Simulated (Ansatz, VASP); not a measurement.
## Two plane-wave programs on SrCo3

File INCAR:

```
SYSTEM = SrCo3
PREC = Accurate ; ENCUT = 520
EDIFF = 1E-7 ; ISMEAR = 0
SIGMA = 0.05 ; LREAL = .False.
LASPH = .True. ; NELM = 150
ALGO = Normal ; ISIF = 2
LWAVE = .False. ; LCHARG = .True.
ISPIN = 2 ; MAGMOM = 0 0.5 0.5 0.5
LORBIT = 11 ; LMAXMIX = 4
GGA = PE ; LELF = .True.
LVHAR = .True. ; NBANDS = 30
```

Contents of KPOINTS:

```
Automatic mesh
0
Gamma
  8 8 8
  0 0 0
```

The input POSCAR:

```
SrCo3
1.0
    4.0068273888      0.0000000000      0.0000000000
    0.0000000000      4.0068273888      0.0000000000
    0.0000000000      0.0000000000      4.0068273888
Sr Co
1 3
Direct
    0.0000000000      0.0000000000      0.0000000000
    0.0000000000      0.5000000000      0.5000000000
    0.5000000000      0.5000000000      0.0000000000
    0.5000000000      0.0000000000      0.5000000000
```

Input for Ansatz:

```yaml
crystal:
  lattice:
    - [4.0068273888, 0.0, 0.0]
    - [0.0, 4.0068273888, 0.0]
    - [0.0, 0.0, 4.0068273888]
  atoms:
    - { symbol: Sr, position: [0.0, 0.0, 0.0] }
    - { symbol: Co, position: [0.0, 0.5, 0.5], spin: 0.5 }
    - { symbol: Co, position: [0.5, 0.5, 0.0], spin: 0.5 }
    - { symbol: Co, position: [0.5, 0.0, 0.5], spin: 0.5 }
basis:
  ecutwfc: 420
  ecutrho_ratio: 4
kpoints:
  mp_grid: { grid: [8, 8, 8] }
hamiltonian:
  xc: pbe
scf:
  occupations: { method: gaussian, width: 0.05 }
output:
  forces: true
  stress: true
  eigenvalues: true
  populations: true
magnetization:
  spin_polarized: true
```

Alike in both runs: task single point; functional PBE; k mesh 8 × 8 × 8; occupations gaussian, width 0.05 eV; collinear spin.

```csv
,VASP,Ansatz
version,VASP 6.6.1,Ansatz 0.2.0
potentials or method,"VASP PAW PBE potentials, release 64 (Sr_sv, Co), cutoff 520 eV","scalar-relativistic, plane waves, PAW"
valence electrons in the cell,37,61
```

|  | VASP | Ansatz | Ansatz less VASP |
| --- | --- | --- | --- |
| gap on the k mesh at the Fermi level (eV) | none | none | - |
| pressure (GPa) | 0.4 | 0.0 | -0.39 |
| net moment per atom (μB) | 1.04 | 1.04 | +0.004 |
| size of the moment on the site where the two differ most (μB) | 1.50 | 1.52 | +0.021 |

Site moments also hang on the region over which each program counts them. A gap of «none» marks a metal or a gap that the smearing closes. The functional is the same, so the differences come from potentials, cutoffs and numerics. VASP's potentials hold 37 valence electrons a cell and Ansatz's 61, so a difference there can come from the potentials and not from the codes.
